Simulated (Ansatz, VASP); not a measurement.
InSb3 in VASP and in Ansatz

Contents of INCAR:

```
SYSTEM = InSb3
PREC = Accurate
ENCUT = 520
EDIFF = 1E-7
ISMEAR = 0
SIGMA = 0.1
LREAL = .False.
LASPH = .True.
NELM = 60
ALGO = Normal
ISIF = 2
LWAVE = .False.
LCHARG = .False.
GGA = PE
NBANDS = 22
```

Contents of KPOINTS:

```
regular mesh
0
Gamma
  10 10 10
  0 0 0
```

Contents of POSCAR:

```
InSb3
1.0
    0.0000000000      3.8975771682      3.8975771682
    3.8975771682      0.0000000000      3.8975771682
    3.8975771682      3.8975771682      0.0000000000
In Sb
1 3
Direct
    0.0000000000      0.0000000000      0.0000000000
    0.2500000000      0.2500000000      0.2500000000
    0.7500000000      0.7500000000      0.7500000000
    0.5000000000      0.5000000000      0.5000000000
```

Input for Ansatz:

```yaml
crystal:
  lattice:
    - [0.0, 3.8975771682, 3.8975771682]
    - [3.8975771682, 0.0, 3.8975771682]
    - [3.8975771682, 3.8975771682, 0.0]
  atoms:
    - { symbol: In, position: [0.0, 0.0, 0.0] }
    - { symbol: Sb, position: [0.25, 0.25, 0.25] }
    - { symbol: Sb, position: [0.75, 0.75, 0.75] }
    - { symbol: Sb, position: [0.5, 0.5, 0.5] }
basis:
  ecutwfc: 420
kpoints:
  mp_grid: { grid: [10, 10, 10] }
hamiltonian:
  xc: pbe
scf:
  occupations: { method: gaussian, width: 0.1 }
output:
  forces: true
  stress: true
  eigenvalues: true
```

Alike in both runs: task single point; functional PBE; k mesh 10 × 10 × 10; occupations gaussian, width 0.1 eV; no spin polarisation.

|  | VASP | Ansatz |
| --- | --- | --- |
| version | VASP 6.6.1 | Ansatz 0.2.0 |
| potentials or method | VASP PAW PBE potentials, release 64 (In_d, Sb), cutoff 520 eV | scalar-relativistic, plane waves, PAW |
| valence electrons in the cell | 28 | 58 |

|  | VASP | Ansatz | Ansatz less VASP |
| --- | --- | --- | --- |
| gap on the k mesh at the Fermi level (eV) | none | none | - |
| pressure (GPa) | -3.6 | -3.5 | +0.09 |

A gap of «none» marks a metal or a gap that the smearing closes. VASP's potentials hold 28 valence electrons a cell and Ansatz's 58, so a difference there can come from the potentials and not from the codes.

Spin-orbit coupling is off throughout.
